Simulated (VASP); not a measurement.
# HfH3Cl (P4mm) in VASP: single point with PBE

Aim: the single point of HfH3Cl with PBE.

Program: VASP 6.6.1. These are calculated values, not measurements. Logs are shortened: lines on timing, memory, paths and dates and some standing lists are left out, and cuts for length are marked.

### Step 1. The cell of the first run

It takes space group P4mm (No. 99, tetragonal). The conventional cell has a = 3.511 Å, b = 3.511 Å, c = 4.201 Å, α = 90.00°, β = 90.00°, γ = 90.00°. Within 2.6 Å of Hf (site symmetry 4mm) lie 6 H at 1.95 to 2.19 Å. H (site symmetry 2mm) has 2 Hf at 1.95 Å and 6 H at 2.10 to 2.48 Å within 2.6 Å. H (site symmetry 4mm) has 2 Hf at 2.01 to 2.19 Å and 4 H at 2.10 Å and 4 Cl at 2.67 Å within 2.7 Å. Cl (site symmetry 4mm) has 12 H at 2.67 to 2.77 Å and 4 Hf at 2.76 Å within 3.5 Å.

### Step 2. Single point, PBE

File INCAR:

```
PREC = Accurate
ENCUT = 500
EDIFF = 1E-6
ISMEAR = 0
SIGMA = 0.15
LREAL = False
LASPH = True
NELM = 120
ALGO = Normal
ISIF = 2
LWAVE = False
LCHARG = True
GGA = PE
LELF = True
LVHAR = True
NBANDS = 18
GGA_COMPAT = False
```

File KPOINTS:

```
Automatic mesh
0
Gamma
  3 3 3
```

File POSCAR:

```
HfH3Cl
1.0
    3.5107582776      0.0000000000      0.0000000000
    0.0000000000      3.5107582776      0.0000000000
    0.0000000000      0.0000000000      4.2011279932
Hf H Cl
1 3 1
Direct
    0.5000000000      0.5000000000      0.6585144011
    0.0000000000      0.5000000000      0.4539761665
    0.5000000000      0.0000000000      0.4539761665
    0.5000000000      0.5000000000      1.1801303794
    0.0000000000      0.0000000000     -0.0563971034
```

Potentials or basis: VASP PAW PBE potentials, release 64 (Hf_pv, H, Cl).

Started as:

```console
$ cat potpaw_PBE.64/Hf_pv/POTCAR potpaw_PBE.64/H/POTCAR potpaw_PBE.64/Cl/POTCAR > POTCAR
$ mpirun -np 1 vasp_std > vasp.out
```

OUTCAR:

```text
PREC = Accurate
   ENCUT = 500
   EDIFF = 1E-6
   ISMEAR = 0
   LREAL = False
   LASPH = True
   NELM = 120
   ISIF = 2
   GGA = PE

 ion  position               nearest neighbor table
   1  0.500  0.500  0.659-   2 1.95   3 1.95   3 1.95   2 1.95   4 2.01   4 2.19   5 2.76   5 2.76
                             5 2.76   5 2.76
   2  0.000  0.500  0.454-   1 1.95   1 1.95
   3  0.500  0.000  0.454-   1 1.95   1 1.95
   4  0.500  0.500  0.180-   1 2.01   1 2.19
   5  0.000  0.000  0.944-   1 2.76   1 2.76   1 2.76   1 2.76

  LATTYP: Found a simple tetragonal cell.
 ALAT       =     3.5107582776
 C/A-ratio  =     1.1966440470

  Lattice vectors:

 A1 = (   3.5107582776,   0.0000000000,   0.0000000000)
 A2 = (   0.0000000000,   3.5107582776,   0.0000000000)
 A3 = (   0.0000000000,   0.0000000000,   4.2011279932)

Analysis of symmetry for initial positions (statically):
=====================================================================
 Subroutine PRICEL returns:
 Original cell was already a primitive cell.

 Routine SETGRP: Setting up the symmetry group for a
 simple tetragonal supercell.

 Subroutine GETGRP returns: Found  8 space group operations
 (whereof  8 operations were pure point group operations)
 out of a pool of 16 trial point group operations.

The static configuration has the point symmetry C_4v.

Analysis of symmetry for dynamics (positions and initial velocities):
=====================================================================
 Subroutine PRICEL returns:
 Original cell was already a primitive cell.

 Routine SETGRP: Setting up the symmetry group for a
 simple tetragonal supercell.

 Subroutine GETGRP returns: Found  8 space group operations
 (whereof  8 operations were pure point group operations)
 out of a pool of 16 trial point group operations.

The dynamic configuration has the point symmetry C_4v.

 Subroutine INISYM returns: Found  8 space group operations
 (whereof  8 operations are pure point group operations),
 and found     1 'primitive' translations

----------------------------------------------------------------------------------------

                                     Primitive cell

  volume of cell :      51.7807

  direct lattice vectors                    reciprocal lattice vectors
     3.510758278  0.000000000  0.000000000     0.284838750  0.000000000  0.000000000
     0.000000000  3.510758278  0.000000000     0.000000000  0.284838750  0.000000000
     0.000000000  0.000000000  4.201127993     0.000000000  0.000000000  0.238031310

  length of vectors
     3.510758278  3.510758278  4.201127993     0.284838750  0.284838750  0.238031310

  position of ions in fractional coordinates (direct lattice)
     0.500000000  0.500000000  0.658514401
     0.000000000  0.500000000  0.453976166
     0.500000000  0.000000000  0.453976166
     0.500000000  0.500000000  0.180130379
     0.000000000  0.000000000  0.943602897

  ion indices of the primitive-cell ions
   primitive index   ion index
                 1           1
                 2           2
                 3           3
                 4           4
                 5           5

----------------------------------------------------------------------------------------

 KPOINTS: Automatic mesh

Automatic generation of k-mesh.
 Grid dimensions read from file:
 generate k-points for:    3    3    3

 Generating k-lattice:

  Cartesian coordinates                     Fractional coordinates (reciprocal lattice)
     0.094946250  0.000000000  0.000000000     0.333333333  0.000000000  0.000000000
     0.000000000  0.094946250  0.000000000     0.000000000  0.333333333  0.000000000
     0.000000000  0.000000000  0.079343770     0.000000000  0.000000000  0.333333333

  Length of vectors
     0.094946250  0.094946250  0.079343770

  Shift w.r.t. Gamma in fractional coordinates (k-lattice)
     0.000000000  0.000000000  0.000000000

 Subroutine IBZKPT returns following result:
 ===========================================

 Found      6 irreducible k-points:

 Following reciprocal coordinates:
            Coordinates               Weight
  0.000000  0.000000  0.000000      1.000000
  0.333333  0.000000  0.000000      4.000000
  0.333333  0.333333  0.000000      4.000000
  0.000000  0.000000  0.333333      2.000000
  0.333333  0.000000  0.333333      8.000000
  0.333333  0.333333  0.333333      8.000000
   k-points           NKPTS =      6   k-points in BZ     NKDIM =      6   number of bands    NBANDS=     18
   number of dos      NEDOS =    301   number of ions     NIONS =      5
   total plane-waves  NPLWV =  25088
   dimension x,y,z NGX =    28 NGY =   28 NGZ =   32
   dimension x,y,z NGXF=    56 NGYF=   56 NGZF=   64
   ions per type =               1   3   1
   NGX,Y,Z   is equivalent  to a cutoff of  13.26, 13.26, 12.66 a.u.
   NGXF,Y,Z  is equivalent  to a cutoff of  26.52, 26.52, 25.33 a.u.
 SYSTEM =  unknown system
   PREC   = accura    normal or accurate (medium, high low for compatibility)
   ISTART =      0    job   : 0-new  1-cont  2-samecut
   ICHARG =      2    charge: 1-file 2-atom 10-const
   ISPIN  =      1    spin polarized calculation?
   LNONCOLLINEAR =      F non collinear calculations
   LSORBIT =      F    spin-orbit coupling
   LASPH  =      T    aspherical Exc in radial PAW
   ENCUT  =  500.0 eV  36.75 Ry    6.06 a.u.   6.40  6.40  7.66*2*pi/ulx,y,z
   NELM   =    120;   NELMIN=  2; NELMDL= -5     # of ELM steps
   EDIFF  = 0.1E-05   stopping-criterion for ELM
   LREAL  =      F    real-space projection
   EDIFFG = 0.1E-04   stopping-criterion for IOM
   NSW    =      0    number of steps for IOM
   IBRION =     -1    ionic relax: 0-MD 1-quasi-New 2-CG
   NFREE  =      0    steps in history (QN), initial steepest desc. (CG)
   ISIF   =      2    stress and relaxation
   ISYM   =      2    0-nonsym 1-usesym 2-fastsym
   POTIM  = 0.5000    time-step for ionic-motion
   TEBEG  =    0.0;   TEEND  =   0.0 temperature during run
   PSTRESS=    0.0 pullay stress
   NELECT =      20.0000    total number of electrons
   NUPDOWN=      -1.0000    fix difference up-down
   EMIN   =  10.00;   EMAX   =-10.00  energy-range for DOS
   EFERMI =   0.00;   METHOD = LEGACY
   ISMEAR =     0;   SIGMA  =   0.15  broadening in eV -4-tet -1-fermi 0-gaus
   EFERMI_NEDOS =   21; number of points for ismear=-14 and -15
   IALGO  =     38    algorithm
   IMIX   =      4    mixing-type and parameters
     AMIX     =   0.40;   BMIX     =  1.00
     AMIX_MAG =   1.60;   BMIX_MAG =  1.00
  volume/ion in A,a.u.               =      10.36        69.89
  Fermi-wavevector in a.u.,A,eV,Ry     =   1.192236  2.252999 19.339685  1.421427
  Thomas-Fermi vector in A             =   2.328279
   LORBIT       =      0    0 simple, 1 ext, 2 COOP (PROOUT), +10 PAW based schemes
   GGA     = PE    functional components
   LHFCALC =     F    Hartree Fock is set to
   AEXX    =    0.0000 exact exchange contribution
   IVDW    =     0    specifies the selected vdW correction
   LEPSILON=     F    determine dielectric tensor
   LRPA    =     F    only Hartree local field effects (RPA)
 non-spin polarized calculation
 Gauss-broadening in eV      SIGMA  =   0.15
  energy-cutoff  :      500.00
  volume of cell :       51.78
 maximum number of plane-waves:      1317
 NGX is ok and might be reduce to    28
   NGX = 13   NGY = 13   NGZ = 15

 number of electron      19.9999999 magnetization

 Free energy of the ion-electron system (eV)
  ---------------------------------------------------
  ext. energy  EPLUGINS =         0.00000000
  ---------------------------------------------------
  free energy    TOTEN  =       -24.25530713 eV

  energy without entropy =      -24.25530713  energy(sigma->0) =      -24.25530713

 E-fermi :   3.8834     XC(G=0): -10.4130

 val. band max:        3.2101459730   @ k =   0.0000   0.0000   0.3333
 cond. band min:       5.7715049355   @ k =   0.3333   0.0000   0.3333
 fundamental gap:      2.5613589625
 Fermi energy:         3.8834081958

 k-point     1 :       0.0000    0.0000    0.0000
  band No.  band energies     occupation
      1     -27.2179      2.00000
      2     -27.2179      2.00000
      3     -27.0956      2.00000
      4     -13.0065      2.00000
      5      -2.1942      2.00000
      6      -1.6908      2.00000
[... 10 lines left out ...]
     17      13.6909      0.00000
     18      14.9518      0.00000

 k-point     2 :       0.3333    0.0000    0.0000
  band No.  band energies     occupation
      1     -27.3662      2.00000
      2     -27.2062      2.00000
      3     -27.0776      2.00000
      4     -12.6236      2.00000
      5      -3.7523      2.00000
      6      -0.8012      2.00000
[... 10 lines left out ...]
     17      12.8911      0.00000
     18      14.2048      0.00000

 k-point     3 :       0.3333    0.3333    0.0000
  band No.  band energies     occupation
      1     -27.3502      2.00000
      2     -27.3448      2.00000
      3     -27.0613      2.00000
      4     -12.4527      2.00000
      5      -2.8690      2.00000
      6      -1.9808      2.00000
[... 10 lines left out ...]
     17      12.3328      0.00000
     18      13.2328      0.00000

 k-point     4 :       0.0000    0.0000    0.3333
  band No.  band energies     occupation
      1     -27.2168      2.00000
      2     -27.2168      2.00000
      3     -27.1208      2.00000
      4     -12.8851      2.00000
      5      -3.8088      2.00000
      6      -0.3840      2.00000
[... 10 lines left out ...]
     17      13.1566      0.00000
     18      13.1566      0.00000

 k-point     5 :       0.3333    0.0000    0.3333
  band No.  band energies     occupation
      1     -27.3642      2.00000
      2     -27.2052      2.00000
      3     -27.1014      2.00000
      4     -12.5700      2.00000
      5      -3.2561      2.00000
      6      -2.0630      2.00000
[... 10 lines left out ...]
     17      13.4595      0.00000
     18      13.9531      0.00000

 k-point     6 :       0.3333    0.3333    0.3333
  band No.  band energies     occupation
      1     -27.3484      2.00000
      2     -27.3433      2.00000
      3     -27.0841      2.00000
      4     -12.4086      2.00000
      5      -2.4050      2.00000
      6      -1.8969      2.00000
[... 10 lines left out ...]
     17      13.7487      0.00000
     18      13.7621      0.00000

------------------------ aborting loop because EDIFF is reached ----------------------------------------

  FORCE on cell =-STRESS in cart. coord.  units (eV):
  Direction    XX          YY          ZZ          XY          YZ          ZX
  --------------------------------------------------------------------------------------
  -------------------------------------------------------------------------------------
  Total       -0.2206515     -0.2206515     -0.1283145      0.0000000      0.0000000      0.0000000
  in kB       -6.8273110     -6.8273110     -3.9702556      0.0000000      0.0000000      0.0000000
  external PRESSURE =      -5.8749592 kB  Pullay stress =       0.0000000 kB

 VOLUME and BASIS-vectors are now :
 -----------------------------------------------------------------------------
  energy-cutoff  :      500.00
  volume of cell :       51.78
      direct lattice vectors                 reciprocal lattice vectors
     3.510758278  0.000000000  0.000000000     0.284838750  0.000000000  0.000000000
     0.000000000  3.510758278  0.000000000     0.000000000  0.284838750  0.000000000
     0.000000000  0.000000000  4.201127993     0.000000000  0.000000000  0.238031310

 POSITION                                       TOTAL-FORCE (eV/Angst)
 -----------------------------------------------------------------------------------
      1.75538      1.75538      2.76650        -0.000000      0.000000      0.082293
      0.00000      1.75538      1.90721        -0.000000     -0.000000      0.002022
      1.75538      0.00000      1.90721        -0.000000     -0.000000      0.002022
      1.75538      1.75538      0.75675        -0.000000     -0.000000     -0.044427
      0.00000      0.00000      3.96420         0.000000     -0.000000     -0.041910
 -----------------------------------------------------------------------------------
    total drift:                                0.000000      0.000000      0.000269

  FREE ENERGIE OF THE ION-ELECTRON SYSTEM (eV)
  ---------------------------------------------------
  free  energy   TOTEN  =       -24.2553071345 eV

  energy  without entropy=      -24.2553071345  energy(sigma->0) =      -24.25530713
```

Run time: 7.1 s. Hardware: 1 thread of Intel Xeon Platinum 8559C (Emerald Rapids), shared host; peak memory 0.16 GiB.

Results:

```
Free energy            : -24.2553 eV
Pressure               : -0.6 GPa
Largest force          : 0.082 eV/Å
Band gap on the k mesh : 2.56 eV, indirect (least direct gap 2.64 eV)
```

Forces on the atoms (eV/Å):
```
Hf   0.000  0.000  0.082
H    0.000  0.000  0.002
H    0.000  0.000  0.002
H    0.000  0.000 -0.044
Cl   0.000  0.000 -0.042
```

Caveat: the k points lie up to 0.60 Å⁻¹ apart; spin-orbit coupling is left out, which moves the levels of the heavy elements. A k mesh can miss the band edges.
